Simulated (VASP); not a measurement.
Set up this calculation in VASP 6.6.1, as the native input.

```yaml
Task: single point
Functional: PBEsol
Potentials_or_basis: VASP PAW PBE potentials, release 64 (K_sv, I)
Cutoff: 520 eV
k_mesh: 6 × 6 × 6
Occupations: gaussian, width 0.01 eV
Spin: non-collinear spin, zero start, spin-orbit coupling
Starting_moments: "[[0.0, 0.0, 0.0], [0.0, 0.0, 0.0]] μB"
Dipole_correction: no
Further_INCAR_settings: ALGO = Normal; EDIFF = 1e-06; NBANDS = 28
```

The structure of KI lies in POSCAR:

```
KI
1.0
    0.0000000000      3.4849676854      3.4849676854
    3.4849676854      0.0000000000      3.4849676854
    3.4849676854      3.4849676854      0.0000000000
K I
1 1
Direct
    0.0000000000      0.0000000000      0.0000000000
    0.5000000000      0.5000000000      0.5000000000
```

The input as run:

INCAR

```
PREC = Accurate ; ENCUT = 520
EDIFF = 1E-6 ; ISMEAR = 0
SIGMA = 0.01 ; LREAL = F
LASPH = T ; NELM = 150
ALGO = Normal ; ISIF = 2
LWAVE = F ; LCHARG = F
MAGMOM = 0 0 0 0 0 0 ; LORBIT = 11
LSORBIT = T ; GGA_COMPAT = F
LORBMOM = T ; GGA = PS
NBANDS = 28
```

KPOINTS

```
Automatic mesh
0
Gamma
  6 6 6
```

Potentials or basis: VASP PAW PBE potentials, release 64 (K_sv, I).

Launch:

```console
$ cat potpaw_PBE.64/K_sv/POTCAR potpaw_PBE.64/I/POTCAR > POTCAR
$ mpirun -np 1 vasp_ncl > vasp.out
```

It gave:

The pressure is 0.3 GPa and the net moment is 0.00 μB per cell. The valence electrons inside the program's atomic spheres are K 7.55; I 4.34.

Caveat: the PAW data sets were made with another functional, which shifts forces and pressure a little.

Run time: 120 s on 1 thread of Oxide Virtual Turin-like Processor, on a shared host, peak memory 0.46 GiB.
